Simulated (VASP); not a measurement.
# CdS in VASP: a series of runs

The runs below take CdS through single point, with r2SCAN.

All numbers are computed with VASP 6.6.1; they aren't measurements. Logs are shortened: lines on timing, memory, paths and dates and some standing lists are left out, and cuts for length are marked.

## (1) The cell of the first run

The structure is monoclinic, space group Cm (No. 8). The conventional cell has a = 5.454 Å, b = 5.454 Å, c = 3.856 Å, α = 90.00°, β = 135.00°, γ = 90.00°. Within 3.3 Å of Cd (site symmetry m) lie 6 S at 2.47 to 2.99 Å. Within 3.3 Å of S (site symmetry m) lie 6 Cd at 2.47 to 2.99 Å.

## (2) Single point, r2SCAN (mode 4 frozen in at -0.203 Å and mode 5 at -0.122 Å (largest displacements))

Contents of POSCAR:

```
CdS
1.0
    0.0000000000      2.7269062253      2.7269062253
    2.7269062253      0.0000000000      2.7269062253
    2.7269062253      2.7269062253      0.0000000000
Cd S
1 1
Direct
   -0.0042461853      0.0042461853      0.0169847414
    0.5148886675      0.4851113325      0.4404453301
```

Contents of INCAR.step1:

```
SYSTEM = CdS
ALGO = Normal
EDIFF = 1E-4
ENCUT = 520
GGA = PE
ISMEAR = 0
LASPH = .True.
LCHARG = .False.
LREAL = .False.
LWAVE = .True.
NBANDS = 16
NELM = 60
PREC = Accurate
SIGMA = 0.05
```

Contents of INCAR.step2:

```
SYSTEM = CdS
ALGO = Normal
EDIFF = 1E-7
ENCUT = 520
ISIF = 2
ISMEAR = 0
ISTART = 1
LASPH = .True.
LCHARG = .False.
LMIXTAU = .True.
LREAL = .False.
LWAVE = .False.
METAGGA = R2SCAN
NBANDS = 16
NELM = 60
PREC = Accurate
SIGMA = 0.05
```

Contents of KPOINTS:

```
k-points
0
Gamma
  8 8 8
  0 0 0
```

Potentials or basis: VASP PAW PBE potentials, release 64 (Cd, S).

Launch:

```
cat potpaw_PBE.64/Cd/POTCAR potpaw_PBE.64/S/POTCAR > POTCAR
cp INCAR.step1 INCAR
mpirun -np 1 vasp_std > vasp.out
cp INCAR.step2 INCAR
mpirun -np 1 vasp_std > vasp.out
```

OUTCAR:

```text
SYSTEM = CdS
   EDIFF = 1E-7
   ENCUT = 520
   ISIF = 2
   ISMEAR = 0
   ISTART = 1
   LASPH = .True.
   LREAL = .False.
   METAGGA = R2SCAN
   NELM = 60
   PREC = Accurate

 ion  position               nearest neighbor table
   1  0.996  0.004  0.017-   2 2.47   2 2.58   2 2.74   2 2.74   2 2.90   2 2.99
   2  0.515  0.485  0.440-   1 2.47   1 2.58   1 2.74   1 2.74   1 2.90   1 2.99

  LATTYP: Found a face centered cubic cell.
 ALAT       =     5.4538124506

  Lattice vectors:

 A1 = (   0.0000000000,   2.7269062253,   2.7269062253)
 A2 = (   2.7269062253,   0.0000000000,   2.7269062253)
 A3 = (   2.7269062253,   2.7269062253,   0.0000000000)

Analysis of symmetry for initial positions (statically):
=====================================================================
 Subroutine PRICEL returns:
 Original cell was already a primitive cell.

 Routine SETGRP: Setting up the symmetry group for a
 face centered cubic supercell.

 Subroutine GETGRP returns: Found  2 space group operations
 (whereof  2 operations were pure point group operations)
 out of a pool of 48 trial point group operations.

The static configuration has the point symmetry C_1h.

Analysis of symmetry for dynamics (positions and initial velocities):
=====================================================================
 Subroutine PRICEL returns:
 Original cell was already a primitive cell.

 Routine SETGRP: Setting up the symmetry group for a
 face centered cubic supercell.

 Subroutine GETGRP returns: Found  2 space group operations
 (whereof  2 operations were pure point group operations)
 out of a pool of 48 trial point group operations.

The dynamic configuration has the point symmetry C_1h.

 Subroutine INISYM returns: Found  2 space group operations
 (whereof  2 operations are pure point group operations),
 and found     1 'primitive' translations

----------------------------------------------------------------------------------------

                                     Primitive cell

  volume of cell :      40.5546

  direct lattice vectors                    reciprocal lattice vectors
     0.000000000  2.726906225  2.726906225    -0.183357974  0.183357974  0.183357974
     2.726906225  0.000000000  2.726906225     0.183357974 -0.183357974  0.183357974
     2.726906225  2.726906225  0.000000000     0.183357974  0.183357974 -0.183357974

  length of vectors
     3.856427767  3.856427767  3.856427767     0.317585326  0.317585326  0.317585326

  position of ions in fractional coordinates (direct lattice)
     0.995753815  0.004246185  0.016984741
     0.514888668  0.485111332  0.440445330

[... 79 lines left out ...]
   NSW    =      0    number of steps for IOM
   IBRION =     -1    ionic relax: 0-MD 1-quasi-New 2-CG
   NFREE  =      0    steps in history (QN), initial steepest desc. (CG)
   ISIF   =      2    stress and relaxation
   ISYM   =      2    0-nonsym 1-usesym 2-fastsym
   POTIM  = 0.5000    time-step for ionic-motion
   TEBEG  =    0.0;   TEEND  =   0.0 temperature during run
   PSTRESS=    0.0 pullay stress
   NELECT =      18.0000    total number of electrons
   NUPDOWN=      -1.0000    fix difference up-down
   EMIN   =  10.00;   EMAX   =-10.00  energy-range for DOS
   EFERMI =   0.00;   METHOD = LEGACY
   ISMEAR =     0;   SIGMA  =   0.05  broadening in eV -4-tet -1-fermi 0-gaus
   EFERMI_NEDOS =   21; number of points for ismear=-14 and -15
   IALGO  =     38    algorithm
   IMIX   =      4    mixing-type and parameters
     AMIX     =   0.40;   BMIX     =  1.00
     AMIX_MAG =   1.60;   BMIX_MAG =  1.00
  volume/ion in A,a.u.               =      20.28       136.84
  Fermi-wavevector in a.u.,A,eV,Ry     =   1.248779  2.359849 21.217580  1.559448
  Thomas-Fermi vector in A             =   2.382850
   LORBIT       =      0    0 simple, 1 ext, 2 COOP (PROOUT), +10 PAW based schemes
   METAGGA = R2SCAN    functional components
   LHFCALC =     F    Hartree Fock is set to
   AEXX    =    0.0000 exact exchange contribution
   IVDW    =     0    specifies the selected vdW correction
   LEPSILON=     F    determine dielectric tensor
   LRPA    =     F    only Hartree local field effects (RPA)
 non-spin polarized calculation
 Gauss-broadening in eV      SIGMA  =   0.05
  energy-cutoff  :      520.00
  volume of cell :       40.55
 maximum number of plane-waves:      1106
 NGX is ok and might be reduce to    30
   NGX = 15   NGY = 15   NGZ = 15

 number of electron      18.0000002 magnetization

 Free energy of the ion-electron system (eV)
  ---------------------------------------------------
  ext. energy  EPLUGINS =         0.00000000
  ---------------------------------------------------
  free energy    TOTEN  =       -29.42325650 eV

  energy without entropy =      -29.42325650  energy(sigma->0) =      -29.42325650

 E-fermi :   2.9342     XC(G=0): -10.9834

 val. band max:        2.7094731079   @ k =   0.0000   0.1250  -0.2500
 cond. band min:       3.6092381152   @ k =   0.5000   0.5000   0.0000
 fundamental gap:      0.8997650073
 Fermi energy:         2.9341685912

 k-point     1 :       0.0000    0.0000    0.0000
  band No.  band energies     occupation
      1     -10.6589      2.00000
      2      -5.2710      2.00000
      3      -5.1898      2.00000
      4      -5.1629      2.00000
      5      -5.1150      2.00000
      6      -5.1111      2.00000
[... 433 lines left out ...]
      3      -5.3305      2.00000
      4      -5.1912      2.00000
      5      -4.9834      2.00000
      6      -4.9532      2.00000
[... 8 lines left out ...]
     15      15.9871      0.00000
     16      16.2694      0.00000

 [... further k-points ...]

------------------------ aborting loop because EDIFF is reached ----------------------------------------

  FORCE on cell =-STRESS in cart. coord.  units (eV):
  Direction    XX          YY          ZZ          XY          YZ          ZX
  --------------------------------------------------------------------------------------
  -------------------------------------------------------------------------------------
  Total        1.8687292      0.6242465     -0.0016347     -0.2175206      0.0000000      0.0000000
  in kB       73.8271906     24.6618744     -0.0645825     -8.5935057      0.0000000      0.0000000
  external PRESSURE =      32.8081609 kB  Pullay stress =       0.0000000 kB

 VOLUME and BASIS-vectors are now :
 -----------------------------------------------------------------------------
  energy-cutoff  :      520.00
  volume of cell :       40.55
      direct lattice vectors                 reciprocal lattice vectors
     0.000000000  2.726906225  2.726906225    -0.183357974  0.183357974  0.183357974
     2.726906225  0.000000000  2.726906225     0.183357974 -0.183357974  0.183357974
     2.726906225  2.726906225  0.000000000     0.183357974  0.183357974 -0.183357974

 POSITION                                       TOTAL-FORCE (eV/Angst)
 -----------------------------------------------------------------------------------
      0.05789      2.76164      2.72691        -0.735485     -0.263534      0.000000
      2.52391      2.60511      2.72691         0.735485      0.263534      0.000000
 -----------------------------------------------------------------------------------
    total drift:                               -0.000303      0.000381      0.000000

  FREE ENERGIE OF THE ION-ELECTRON SYSTEM (eV)
  ---------------------------------------------------
  free  energy   TOTEN  =       -29.4232565040 eV

  energy  without entropy=      -29.4232565040  energy(sigma->0) =      -29.42325650
```

OUTCAR.step1:

```text
SYSTEM = CdS
   EDIFF = 1E-4
   ENCUT = 520
   GGA = PE
   ISMEAR = 0
   LASPH = .True.
   LREAL = .False.
[... 677 lines left out ...]
      0.05789      2.76164      2.72691        -0.705436     -0.248229      0.000000
      2.52391      2.60511      2.72691         0.705436      0.248229      0.000000
 -----------------------------------------------------------------------------------
    total drift:                               -0.001271     -0.000257      0.000000

  FREE ENERGIE OF THE ION-ELECTRON SYSTEM (eV)
  ---------------------------------------------------
  free  energy   TOTEN  =        -5.7730843447 eV

  energy  without entropy=       -5.7730843447  energy(sigma->0) =       -5.77308434
```

OSZICAR.step1:

```text
N       E                     dE             d eps       ncg     rms          rms(c)
DAV:   1     0.109241746412E+03    0.10924E+03   -0.93911E+03  4920   0.107E+03
DAV:   2    -0.250600760794E+01   -0.11175E+03   -0.10432E+03  5872   0.259E+02
DAV:   3    -0.634702564628E+01   -0.38410E+01   -0.38345E+01  6024   0.502E+01
DAV:   4    -0.636513366054E+01   -0.18108E-01   -0.18107E-01  5912   0.343E+00
DAV:   5    -0.636530588883E+01   -0.17223E-03   -0.17223E-03  6008   0.324E-01    0.830E+00
DAV:   6    -0.580101371183E+01    0.56429E+00   -0.85880E-01  6496   0.121E+01    0.677E+00
DAV:   7    -0.577404806816E+01    0.26966E-01   -0.20440E-01  6304   0.323E+00    0.337E+00
DAV:   8    -0.577328274611E+01    0.76532E-03   -0.20318E-02  5608   0.178E+00    0.367E-01
DAV:   9    -0.577304901288E+01    0.23373E-03   -0.17875E-03  6144   0.632E-01    0.639E-02
DAV:  10    -0.577308434466E+01   -0.35332E-04   -0.20446E-04  5120   0.153E-01
   1 F= -.57730843E+01 E0= -.57730843E+01  d E =-.299248E-11
```

Run time: 3.3 min. Hardware: 1 thread of Intel Xeon 6975P-C (Granite Rapids), shared host; peak memory 0.24 GiB.

What came out:

```yaml
Free_energy: -29.4233 eV
Pressure: 3.3 GPa
Largest_force: 0.781 eV/Å
Band_gap_on_the_k_mesh: 0.90 eV, indirect (least direct gap 2.20 eV)
```

Forces on the atoms (eV/Å):
```
Cd  -0.735 -0.264  0.000
S    0.735  0.264  0.000
```

Levels at points of the mesh, in eV from the valence-band top:
```
           k point  band 5  band 6  band 7  band 8  band 9  band 10  band 11  band 12  band 13  band 14
(0.00, 0.00, 0.00)   -7.82   -7.82   -0.66   -0.61   -0.55     1.65     9.28     9.38     9.76    11.76
(0.50, 0.00, 0.00)   -7.64   -7.64   -4.95   -0.19   -0.09     4.25     6.69     6.77     7.65    12.90
(0.00, 0.00, 0.50)   -7.63   -7.63   -4.83   -0.05   -0.01     4.14     6.53     6.68     7.62    12.94
(0.50, 0.50, 0.00)   -7.55   -6.82   -4.31   -2.14   -2.01     0.90     6.17    10.83    12.44    12.83
(0.00, 0.50, 0.50)   -7.57   -6.83   -4.45   -2.17   -2.12     0.94     6.38    10.99    12.42    12.47
(0.50, 0.00, 0.50)   -7.55   -6.82   -4.37   -2.17   -2.03     0.91     6.24    10.89    12.50    12.64
```

Caveat: the cell differs from its parent crystal (mode 4 frozen in at -0.203 Å and mode 5 at -0.122 Å (largest displacements)); the PAW data sets were made with another functional, which shifts forces and pressure a little. A k mesh can miss the band edges.

## (3) Single point, r2SCAN (mode 4 frozen in at -0.203 Å and mode 5 at -0.162 Å (largest displacements))

Contents of POSCAR:

```
CdS
1.0
    0.0000000000      2.7269062253      2.7269062253
    2.7269062253      0.0000000000      2.7269062253
    2.7269062253      2.7269062253      0.0000000000
Cd S
1 1
Direct
   -0.0021230927      0.0021230927      0.0191078340
    0.5074443337      0.4925556663      0.4330009964
```

Contents of INCAR.step1:

```
SYSTEM = CdS
PREC = Accurate
ENCUT = 520
ISMEAR = 0
SIGMA = 0.05
LREAL = .False.
LASPH = .True.
NELM = 100
NBANDS = 16
GGA = PE
ALGO = Normal
EDIFF = 1E-4
LWAVE = .True.
LCHARG = .False.
```

Contents of INCAR.step2:

```
SYSTEM = CdS
PREC = Accurate
ENCUT = 520
EDIFF = 1E-7
ISMEAR = 0
SIGMA = 0.05
LREAL = .False.
LASPH = .True.
NELM = 100
ALGO = Normal
ISIF = 2
LWAVE = .False.
LCHARG = .False.
METAGGA = R2SCAN
LMIXTAU = .True.
NBANDS = 16
ISTART = 1
```

Contents of KPOINTS:

```
regular mesh
0
Gamma
  8 8 8
  0 0 0
```

Potentials or basis: VASP PAW PBE potentials, release 64 (Cd, S).

Launch:

```
cat potpaw_PBE.64/Cd/POTCAR potpaw_PBE.64/S/POTCAR > POTCAR
cp INCAR.step1 INCAR
mpirun -np 1 vasp_std > vasp.out
cp INCAR.step2 INCAR
mpirun -np 1 vasp_std > vasp.out
```

OUTCAR:

```text
SYSTEM = CdS
   PREC = Accurate
   ENCUT = 520
   EDIFF = 1E-7
   ISMEAR = 0
   LREAL = .False.
   LASPH = .True.
   NELM = 100
   ISIF = 2
   METAGGA = R2SCAN
   ISTART = 1

 ion  position               nearest neighbor table
   1  0.998  0.002  0.019-   2 2.47   2 2.53   2 2.75   2 2.75   2 2.95   2 3.00
   2  0.507  0.493  0.433-   1 2.47   1 2.53   1 2.75   1 2.75   1 2.95   1 3.00

  LATTYP: Found a face centered cubic cell.
 ALAT       =     5.4538124506

  Lattice vectors:

 A1 = (   0.0000000000,   2.7269062253,   2.7269062253)
 A2 = (   2.7269062253,   0.0000000000,   2.7269062253)
 A3 = (   2.7269062253,   2.7269062253,   0.0000000000)

Analysis of symmetry for initial positions (statically):
=====================================================================
 Subroutine PRICEL returns:
 Original cell was already a primitive cell.

 Routine SETGRP: Setting up the symmetry group for a
 face centered cubic supercell.

 Subroutine GETGRP returns: Found  2 space group operations
 (whereof  2 operations were pure point group operations)
 out of a pool of 48 trial point group operations.

The static configuration has the point symmetry C_1h.

Analysis of symmetry for dynamics (positions and initial velocities):
=====================================================================
 Subroutine PRICEL returns:
 Original cell was already a primitive cell.

 Routine SETGRP: Setting up the symmetry group for a
 face centered cubic supercell.

 Subroutine GETGRP returns: Found  2 space group operations
 (whereof  2 operations were pure point group operations)
 out of a pool of 48 trial point group operations.

The dynamic configuration has the point symmetry C_1h.

 Subroutine INISYM returns: Found  2 space group operations
 (whereof  2 operations are pure point group operations),
 and found     1 'primitive' translations

----------------------------------------------------------------------------------------

                                     Primitive cell

[... 112 lines left out ...]
  Fermi-wavevector in a.u.,A,eV,Ry     =   1.248779  2.359849 21.217580  1.559448
  Thomas-Fermi vector in A             =   2.382850
   LORBIT       =      0    0 simple, 1 ext, 2 COOP (PROOUT), +10 PAW based schemes
   METAGGA = R2SCAN    functional components
   LHFCALC =     F    Hartree Fock is set to
   AEXX    =    0.0000 exact exchange contribution
   IVDW    =     0    specifies the selected vdW correction
   LEPSILON=     F    determine dielectric tensor
   LRPA    =     F    only Hartree local field effects (RPA)
 non-spin polarized calculation
 Gauss-broadening in eV      SIGMA  =   0.05
  energy-cutoff  :      520.00
  volume of cell :       40.55
 maximum number of plane-waves:      1106
 NGX is ok and might be reduce to    30
   NGX = 15   NGY = 15   NGZ = 15

 number of electron      18.0000003 magnetization

 Free energy of the ion-electron system (eV)
  ---------------------------------------------------
  ext. energy  EPLUGINS =         0.00000000
  ---------------------------------------------------
  free energy    TOTEN  =       -29.40571555 eV

  energy without entropy =      -29.40571555  energy(sigma->0) =      -29.40571555

 E-fermi :   2.9255     XC(G=0): -10.9794

 val. band max:        2.7005202501   @ k =   0.0000   0.1250  -0.2500
 cond. band min:       3.6388481587   @ k =   0.5000   0.5000   0.0000
 fundamental gap:      0.9383279086
 Fermi energy:         2.9255014359

 k-point     1 :       0.0000    0.0000    0.0000
  band No.  band energies     occupation
      1     -10.6723      2.00000
      2      -5.2893      2.00000
      3      -5.2126      2.00000
      4      -5.1669      2.00000
      5      -5.1215      2.00000
      6      -5.1169      2.00000
[... 433 lines left out ...]
      3      -5.3368      2.00000
      4      -5.1842      2.00000
      5      -4.9926      2.00000
      6      -4.9605      2.00000
[... 8 lines left out ...]
     15      15.9543      0.00000
     16      16.2891      0.00000

 [... further k-points ...]

------------------------ aborting loop because EDIFF is reached ----------------------------------------

  FORCE on cell =-STRESS in cart. coord.  units (eV):
  Direction    XX          YY          ZZ          XY          YZ          ZX
  --------------------------------------------------------------------------------------
  -------------------------------------------------------------------------------------
  Total        1.8106120      1.1045084     -0.0198707     -0.3019051      0.0000000      0.0000000
  in kB       71.5311786     43.6354057     -0.7850224    -11.9272526      0.0000000      0.0000000
  external PRESSURE =      38.1271873 kB  Pullay stress =       0.0000000 kB

 VOLUME and BASIS-vectors are now :
 -----------------------------------------------------------------------------
  energy-cutoff  :      520.00
  volume of cell :       40.55
      direct lattice vectors                 reciprocal lattice vectors
     0.000000000  2.726906225  2.726906225    -0.183357974  0.183357974  0.183357974
     2.726906225  0.000000000  2.726906225     0.183357974 -0.183357974  0.183357974
     2.726906225  2.726906225  0.000000000     0.183357974  0.183357974 -0.183357974

 POSITION                                       TOTAL-FORCE (eV/Angst)
 -----------------------------------------------------------------------------------
      0.05789      2.77322      2.72691        -0.689642     -0.417479      0.000000
      2.52391      2.56451      2.72691         0.689642      0.417479      0.000000
 -----------------------------------------------------------------------------------
    total drift:                               -0.000382      0.000101      0.000000

  FREE ENERGIE OF THE ION-ELECTRON SYSTEM (eV)
  ---------------------------------------------------
  free  energy   TOTEN  =       -29.4057155507 eV

  energy  without entropy=      -29.4057155507  energy(sigma->0) =      -29.40571555
```

OSZICAR.step1:

```text
N       E                     dE             d eps       ncg     rms          rms(c)
DAV:   1     0.109718556205E+03    0.10972E+03   -0.93842E+03  4904   0.107E+03
DAV:   2    -0.249287175478E+01   -0.11221E+03   -0.10471E+03  5912   0.259E+02
DAV:   3    -0.633343779906E+01   -0.38406E+01   -0.38343E+01  6016   0.502E+01
DAV:   4    -0.635158824587E+01   -0.18150E-01   -0.18149E-01  5936   0.344E+00
DAV:   5    -0.635176137337E+01   -0.17313E-03   -0.17313E-03  5992   0.325E-01    0.842E+00
DAV:   6    -0.578471784737E+01    0.56704E+00   -0.85932E-01  6488   0.122E+01    0.684E+00
DAV:   7    -0.575747510499E+01    0.27243E-01   -0.21092E-01  6296   0.328E+00    0.339E+00
DAV:   8    -0.575669427541E+01    0.78083E-03   -0.20705E-02  5648   0.180E+00    0.376E-01
DAV:   9    -0.575645155489E+01    0.24272E-03   -0.18436E-03  6184   0.645E-01    0.642E-02
DAV:  10    -0.575648554200E+01   -0.33987E-04   -0.20992E-04  5144   0.155E-01
   1 F= -.57564855E+01 E0= -.57564855E+01  d E =-.586111E-13
```

Run time: 3.4 min. Hardware: 1 thread of Intel Xeon 6975P-C (Granite Rapids), shared host; peak memory 0.23 GiB.

Results:

| Property | Result |
| --- | --- |
| Free energy | -29.4057 eV |
| Pressure | 3.8 GPa |
| Largest force | 0.806 eV/Å |
| Band gap on the k mesh | 0.94 eV, indirect (least direct gap 2.17 eV) |

Forces on the atoms (eV/Å):
```
Cd  -0.690 -0.417  0.000
S    0.690  0.417  0.000
```

Caveat: the cell differs from its parent crystal (mode 4 frozen in at -0.203 Å and mode 5 at -0.162 Å (largest displacements)); the PAW data sets were made with another functional, which shifts forces and pressure a little. A k mesh can miss the band edges.

(Part 1 of 2 ends here.)
